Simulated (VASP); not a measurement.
Ti3Sn:

```xyz
4
Lattice="0.0000 3.3050 3.3050 3.3050 0.0000 3.3050 3.3050 3.3050 0.0000" Properties=species:S:1:pos:R:3 pbc="T T T"
Sn    0.0000    0.0000    0.0000
Ti    3.3050    3.3050    3.3050
Ti    1.6525    1.6525    1.6525
Ti    4.9575    4.9575    4.9575
```

```yaml
Program: VASP 6.6.1
Task: relaxation of cell and atoms
Functional: LDA
Potentials_or_basis: VASP PAW LDA potentials, release 64 (Sn_d, Ti_sv)
Cutoff: 500 eV
k_mesh: 6 × 6 × 6
Occupations: fermi-dirac, width 0.05 eV
Spin: no spin polarisation
```

At the start: pressure -8.9 GPa; volume 18.05 Å³/atom.

Question: Where does the relaxation end?

Answer: Over 3 steps the energy falls by 40.3 meV/atom and the volume is 16.71 Å³/atom (-7.4 %); space group Fm-3m (No. 225, to 0.1 Å) before and after.

The path:
```
step  energy change (eV)  largest force (eV/Å)  pressure (GPa)  volume (Å³)
   1              0.0000                0.0000           -8.95        72.20
   2             -0.0096                0.0000           11.11        62.17
   3             -0.1611                0.0000           -0.14        66.86
```

Final structure:
```
Sn Ti
1.0
     0.00000    3.22141    3.22141
     3.22141    0.00000    3.22141
     3.22141    3.22141    0.00000
Sn Ti
1 3
Direct
  0.00000 0.00000 0.00000
  0.50000 0.50000 0.50000
  0.25000 0.25000 0.25000
  0.75000 0.75000 0.75000
```
